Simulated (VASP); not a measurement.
# AlPt (P2_13) in VASP: further runs

The runs below take AlPt through single point, with PBEsol.

Everything below comes from runs of VASP 6.6.1. Logs are shortened: lines on timing, memory, paths and dates and some standing lists are left out, and cuts for length are marked.

### 1 The cell of the first run

Symmetry: P2_13, No. 198, cubic system. The conventional cell has a = 4.675 Å, b = 4.675 Å, c = 4.675 Å, α = 90.00°, β = 90.00°, γ = 90.00°. Al (site symmetry 3) has 7 Pt at 2.50 to 2.52 Å and 6 Al at 2.89 Å within 3.3 Å. Within 3.3 Å of Pt (site symmetry 3) lie 7 Al at 2.50 to 2.52 Å and 6 Pt at 2.89 Å.

### 2 Single point, PBEsol

INCAR reads:

```
PREC = Accurate
ENCUT = 520
EDIFF = 1E-7
ISMEAR = 0
SIGMA = 0.1
LREAL = F
LASPH = T
NELM = 80
ALGO = Normal
ISIF = 2
LWAVE = F
LCHARG = F
GGA = PS
NBANDS = 36
```

KPOINTS reads:

```
regular mesh
0
Gamma
  6 6 6
```

POSCAR reads:

```
AlPt
1.0
    4.6754023332      0.0000000000      0.0000000000
    0.0000000000      4.6754023332      0.0000000000
    0.0000000000      0.0000000000      4.6754023332
Al Pt
4 4
Direct
    0.8440320000      0.8440320000      0.8440320000
    0.6559680000      0.1559680000      0.3440320000
    0.3440320000      0.6559680000      0.1559680000
    0.1559680000      0.3440320000      0.6559680000
    0.1550630000      0.1550630000      0.1550630000
    0.3449370000      0.8449370000      0.6550630000
    0.6550630000      0.3449370000      0.8449370000
    0.8449370000      0.6550630000      0.3449370000
```

Potentials or basis: VASP PAW PBE potentials, release 64 (Al, Pt).

Started as:

```sh
$ cat potpaw_PBE.64/Al/POTCAR potpaw_PBE.64/Pt/POTCAR > POTCAR
$ mpirun -np 1 vasp_std > vasp.out
```

OUTCAR:

```text
PREC = Accurate
   ENCUT = 520
   EDIFF = 1E-7
   ISMEAR = 0
   LREAL = F
   LASPH = T
   NELM = 80
   ISIF = 2
   GGA = PS

 ion  position               nearest neighbor table
   1  0.844  0.844  0.844-   6 2.50   7 2.50   8 2.50   6 2.50   7 2.50   8 2.50   5 2.52   3 2.89
                             4 2.89   2 2.89   2 2.89   4 2.89   3 2.89
   2  0.656  0.156  0.344-   5 2.50   7 2.50   8 2.50   7 2.50   8 2.50   5 2.50   6 2.52   1 2.89
                             1 2.89   3 2.89   3 2.89   4 2.89   4 2.89
   3  0.344  0.656  0.156-   5 2.50   6 2.50   8 2.50   8 2.50   6 2.50   5 2.50   7 2.52   1 2.89
                             4 2.89   2 2.89   2 2.89   4 2.89   1 2.89
   4  0.156  0.344  0.656-   5 2.50   6 2.50   7 2.50   6 2.50   5 2.50   7 2.50   8 2.52   1 2.89
                             3 2.89   2 2.89   1 2.89   2 2.89   3 2.89
   5  0.155  0.155  0.155-   2 2.50   3 2.50   4 2.50   2 2.50   3 2.50   4 2.50   1 2.52   6 2.89
                             7 2.89   8 2.89   6 2.89   8 2.89   7 2.89
   6  0.345  0.845  0.655-   1 2.50   3 2.50   4 2.50   3 2.50   4 2.50   1 2.50   2 2.52   8 2.89
                             5 2.89   5 2.89   7 2.89   7 2.89   8 2.89
   7  0.655  0.345  0.845-   1 2.50   2 2.50   4 2.50   4 2.50   2 2.50   1 2.50   3 2.52   8 2.89
                             5 2.89   8 2.89   6 2.89   6 2.89   5 2.89
   8  0.845  0.655  0.345-   1 2.50   2 2.50   3 2.50   2 2.50   1 2.50   3 2.50   4 2.52   7 2.89
                             5 2.89   7 2.89   5 2.89   6 2.89   6 2.89

  LATTYP: Found a simple cubic cell.
 ALAT       =     4.6754023332

  Lattice vectors:

 A1 = (   4.6754023332,   0.0000000000,   0.0000000000)
 A2 = (   0.0000000000,   4.6754023332,   0.0000000000)
 A3 = (   0.0000000000,   0.0000000000,   4.6754023332)

Analysis of symmetry for initial positions (statically):
=====================================================================
 Subroutine PRICEL returns:
 Original cell was already a primitive cell.

 Routine SETGRP: Setting up the symmetry group for a
 simple cubic supercell.

 Subroutine GETGRP returns: Found 12 space group operations
 (whereof  3 operations were pure point group operations)
 out of a pool of 48 trial point group operations.

The static configuration has the point symmetry C_3 .
 The point group associated with its full space group is T   .

Analysis of symmetry for dynamics (positions and initial velocities):
=====================================================================
 Subroutine PRICEL returns:
 Original cell was already a primitive cell.

 Routine SETGRP: Setting up the symmetry group for a
 simple cubic supercell.

 Subroutine GETGRP returns: Found 12 space group operations
[... 125 lines left out ...]
   PSTRESS=    0.0 pullay stress
   NELECT =      52.0000    total number of electrons
   NUPDOWN=      -1.0000    fix difference up-down
   EMIN   =  10.00;   EMAX   =-10.00  energy-range for DOS
   EFERMI =   0.00;   METHOD = LEGACY
   ISMEAR =     0;   SIGMA  =   0.10  broadening in eV -4-tet -1-fermi 0-gaus
   EFERMI_NEDOS =   21; number of points for ismear=-14 and -15
   IALGO  =     38    algorithm
   IMIX   =      4    mixing-type and parameters
     AMIX     =   0.40;   BMIX     =  1.00
     AMIX_MAG =   1.60;   BMIX_MAG =  1.00
  volume/ion in A,a.u.               =      12.78        86.21
  Fermi-wavevector in a.u.,A,eV,Ry     =   1.306944  2.469766 23.240145  1.708102
  Thomas-Fermi vector in A             =   2.437712
   LORBIT       =      0    0 simple, 1 ext, 2 COOP (PROOUT), +10 PAW based schemes
   GGA     = PS    functional components
   LHFCALC =     F    Hartree Fock is set to
   AEXX    =    0.0000 exact exchange contribution
   IVDW    =     0    specifies the selected vdW correction
   LEPSILON=     F    determine dielectric tensor
   LRPA    =     F    only Hartree local field effects (RPA)
 non-spin polarized calculation
 Gauss-broadening in eV      SIGMA  =   0.10
  energy-cutoff  :      520.00
  volume of cell :      102.20
 maximum number of plane-waves:      2800
   NGX = 17   NGY = 17   NGZ = 17

 number of electron      51.9999999 magnetization

 Free energy of the ion-electron system (eV)
  ---------------------------------------------------
  ext. energy  EPLUGINS =         0.00000000
  ---------------------------------------------------
  free energy    TOTEN  =       -51.45296838 eV

  energy without entropy =      -51.44502256  energy(sigma->0) =      -51.44899547

 E-fermi :  12.4772     XC(G=0): -12.9220

 val. band max:       12.4299004332   @ k =   0.1667   0.1667   0.1667
 cond. band min:      12.7997701313   @ k =   0.5000   0.5000   0.0000
 fundamental gap:      0.3698696982
 Fermi energy:        12.4772135536

 k-point     1 :       0.0000    0.0000    0.0000
  band No.  band energies     occupation
      1       0.0390      2.00000
      2       4.6182      2.00000
      3       4.6182      2.00000
      4       4.6182      2.00000
      5       6.1354      2.00000
      6       6.1354      2.00000
[... 925 lines left out ...]
     35      20.1344      0.00000
     36      20.1344      0.00000

------------------------ aborting loop because EDIFF is reached ----------------------------------------

  FORCE on cell =-STRESS in cart. coord.  units (eV):
  Direction    XX          YY          ZZ          XY          YZ          ZX
  --------------------------------------------------------------------------------------
  -------------------------------------------------------------------------------------
  Total       20.8790240     20.8790240     20.8790240      0.0000000     -0.0000000      0.0000000
  in kB      327.3134179    327.3134179    327.3134179      0.0000000     -0.0000000      0.0000000
  external PRESSURE =     327.3134179 kB  Pullay stress =       0.0000000 kB

 VOLUME and BASIS-vectors are now :
 -----------------------------------------------------------------------------
  energy-cutoff  :      520.00
  volume of cell :      102.20
      direct lattice vectors                 reciprocal lattice vectors
     4.675402333  0.000000000  0.000000000     0.213885336  0.000000000  0.000000000
     0.000000000  4.675402333  0.000000000     0.000000000  0.213885336  0.000000000
     0.000000000  0.000000000  4.675402333     0.000000000  0.000000000  0.213885336

 POSITION                                       TOTAL-FORCE (eV/Angst)
 -----------------------------------------------------------------------------------
      3.94619      3.94619      3.94619         0.084701      0.084701      0.084701
      3.06691      0.72921      1.60849        -0.084701     -0.084701      0.084701
      1.60849      3.06691      0.72921         0.084701     -0.084701     -0.084701
      0.72921      1.60849      3.06691        -0.084701      0.084701     -0.084701
      0.72498      0.72498      0.72498        -0.030705     -0.030705     -0.030705
      1.61272      3.95042      3.06268         0.030705      0.030705     -0.030705
      3.06268      1.61272      3.95042        -0.030705      0.030705      0.030705
      3.95042      3.06268      1.61272         0.030705     -0.030705      0.030705
 -----------------------------------------------------------------------------------
    total drift:                               -0.000000     -0.000000      0.000000

  FREE ENERGIE OF THE ION-ELECTRON SYSTEM (eV)
  ---------------------------------------------------
  free  energy   TOTEN  =       -51.4529683775 eV

  energy  without entropy=      -51.4450225616  energy(sigma->0) =      -51.44899547
```

OSZICAR:

```text
N       E                     dE             d eps       ncg     rms          rms(c)
DAV:   1     0.257297447048E+03    0.25730E+03   -0.24718E+04  1728   0.135E+03
DAV:   2    -0.430141659350E+02   -0.30031E+03   -0.28476E+03  1872   0.274E+02
DAV:   3    -0.546034810242E+02   -0.11589E+02   -0.11399E+02  2120   0.495E+01
DAV:   4    -0.547202928967E+02   -0.11681E+00   -0.11662E+00  1996   0.525E+00
DAV:   5    -0.547213696685E+02   -0.10768E-02   -0.10767E-02  2000   0.563E-01    0.291E+01
DAV:   6    -0.517923348289E+02    0.29290E+01   -0.10808E+01  1876   0.199E+01    0.995E+00
DAV:   7    -0.515448615697E+02    0.24747E+00   -0.33970E-01  1880   0.338E+00    0.546E+00
DAV:   8    -0.514540726067E+02    0.90789E-01   -0.44944E-02  2016   0.114E+00    0.784E-01
DAV:   9    -0.514529843743E+02    0.10882E-02   -0.23889E-03  2048   0.265E-01    0.280E-01
DAV:  10    -0.514529836412E+02    0.73311E-06   -0.36996E-04  1948   0.112E-01    0.446E-02
DAV:  11    -0.514529684982E+02    0.15143E-04   -0.94826E-06  1908   0.176E-02    0.180E-02
DAV:  12    -0.514529683713E+02    0.12691E-06   -0.87025E-07  2024   0.425E-03    0.382E-03
DAV:  13    -0.514529683775E+02   -0.61877E-08   -0.10175E-07  1072   0.186E-03
   1 F= -.51452968E+02 E0= -.51448995E+02  d E =-.794582E-02
```

stdout:

```text
POSCAR found type information on POSCAR AlPt
 POSCAR found :  2 types and       8 ions
 scaLAPACK will be used
 -----------------------------------------------------------------------------
|                                                                             |
|                                                                             |
|     You enforced a specific xc type in the INCAR file but a different       |
|     I HOPE YOU KNOW WHAT YOU ARE DOING!                                     |
|                                                                             |
 -----------------------------------------------------------------------------

 LDA part: xc-table for (Slater+PW92), standard interpolation
 POSCAR, INCAR and KPOINTS ok, starting setup
 FFT: planning ... GRIDC
 FFT: planning ... GRID_SOFT
 FFT: planning ... GRID
 WAVECAR not read
 entering main loop
```

It took 54 s on 1 thread of Intel Xeon Platinum 8488C (Sapphire Rapids), shared host; peak memory 0.24 GiB.

What came out:

- Free energy: -51.4530 eV
- Pressure: 32.7 GPa
- Largest force: 0.147 eV/Å
- Band gap on the k mesh: zero (band 26 reaches 12.80 eV, above the bottom of band 27 at 11.64 eV)

Forces in eV/Å, atoms in the order of the input:
```
Al   0.085  0.085  0.085
Al  -0.085 -0.085  0.085
Al   0.085 -0.085 -0.085
Al  -0.085  0.085 -0.085
Pt  -0.031 -0.031 -0.031
Pt   0.031  0.031 -0.031
Pt  -0.031  0.031  0.031
Pt   0.031 -0.031  0.031
```

Caveat: the PAW data sets were made with another functional, which shifts forces and pressure a little; spin-orbit coupling is left out, which moves the levels of the heavy elements.

[end of part 1 of 3]
